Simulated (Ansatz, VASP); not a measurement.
**Se: VASP beside Ansatz**

INCAR

```
PREC = Accurate
ENCUT = 520
EDIFF = 1E-6
ISMEAR = 0
SIGMA = 0.02
LREAL = False
LASPH = True
NELM = 60
ALGO = Normal
ISIF = 2
LWAVE = False
LCHARG = False
GGA = PS
NBANDS = 16
```

File KPOINTS:

```
Automatic mesh
0
Gamma
  9 9 6
```

Contents of POSCAR:

```
Se
1.0
    4.3551696776      0.0000000000      0.0000000000
   -2.1775848388      3.7716875786      0.0000000000
    0.0000000000      0.0000000000      4.9494500000
Se
3
Direct
    0.2170000000      0.0000000000      0.1666666667
    0.0000000000      0.2170000000      0.8333333333
    0.8174418269      0.7830000000      0.5000000000
```

Input for Ansatz:

```yaml
crystal:
  lattice:
    - [4.3551696776, 0.0, 0.0]
    - [-2.1775848388, 3.7716875786, 0.0]
    - [0.0, 0.0, 4.94945]
  atoms:
    - { symbol: Se, position: [0.217, 0.0, 0.1666666667] }
    - { symbol: Se, position: [0.0, 0.217, 0.8333333333] }
    - { symbol: Se, position: [0.8174418269, 0.783, 0.5] }
basis:
  ecutwfc: 420
kpoints:
  mp_grid: { grid: [9, 9, 6] }
hamiltonian:
  xc: pbesol
scf:
  occupations: { method: gaussian, width: 0.02 }
output:
  forces: true
  stress: true
  eigenvalues: true
```

Change from the starting cell: one atom moved.

Alike in both runs: task single point; functional PBEsol; k mesh 9 × 9 × 6; occupations gaussian, width 0.02 eV; no spin polarisation.

|  | VASP | Ansatz |
| --- | --- | --- |
| version | VASP 6.6.1 | Ansatz 0.2.0 |
| potentials or method | VASP PAW PBE potentials, release 64 (Se), cutoff 520 eV | scalar-relativistic, plane waves, PAW |
| valence electrons in the cell | 18 | 48 |

|  | VASP | Ansatz | Ansatz less VASP |
| --- | --- | --- | --- |
| gap on the k mesh at the Fermi level (eV) | 0.84 | 0.86 | +0.017 |
| least direct gap on the mesh (eV) | 0.97 | 0.99 | +0.015 |
| pressure (GPa) | 5.1 | 4.8 | -0.28 |
| traceless stress, the component that is largest in VASP (GPa) | 2.45 | 2.31 | -0.143 |
| rms of the force components (eV/Å) | 1.003 | 0.962 | -0.0411 |

VASP's potentials were made for PBE, not for PBEsol. Atom by atom the forces differ by 0.042 eV/Å (rms over components). With one functional, cell and mesh, what is left measures potentials, basis and numerics. VASP's potentials hold 18 valence electrons a cell and Ansatz's 48, so a difference there can come from the potentials and not from the codes.
